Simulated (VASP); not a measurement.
A run of VASP 6.6.1:

INCAR

```
SYSTEM = SnSe2
  ALGO = Normal
  EDIFF = 1E-7
  ENCUT = 520
  GGA = PE
  ISIF = 2
  ISMEAR = -1
  LASPH = .TRUE.
  LCHARG = .FALSE.
  LREAL = .FALSE.
  LWAVE = .FALSE.
  NBANDS = 20
  NELM = 100
  PREC = Accurate
  SIGMA = 0.02
```

KPOINTS

```
k-points
0
G
  12 12 4
  0 0 0
```

POSCAR

```
SnSe2
1.0
    3.7486463338      0.0000000000      0.0000000000
   -1.8743231669      3.2464229549      0.0000000000
    0.0000000000      0.0000000000      6.3398375134
Sn Se
1 2
Direct
    0.0000000000      0.0000000000      0.0000000000
    0.3333333333      0.6666666667      0.2525492559
    0.6666666667      0.3333333333      0.7474507441
```

Potentials or basis: VASP PAW PBE potentials, release 64 (Sn_d, Se).

Command:

```sh
$ cat potpaw_PBE.64/Sn_d/POTCAR potpaw_PBE.64/Se/POTCAR > POTCAR
$ mpirun -np 1 vasp_std > vasp.out
```

Hardware: 1 thread of Intel(R) Xeon(R) Platinum 8375C CPU @ 2.90GHz (Ice Lake), with other jobs on the host.

**Question.** Estimate the wall time of this run.

**Answer.** It took 67 s on 1 thread of Intel(R) Xeon(R) Platinum 8375C CPU @ 2.90GHz (Ice Lake) (shared host), peak memory 0.25 GiB. Counts: scf iterations 15, k points 69.
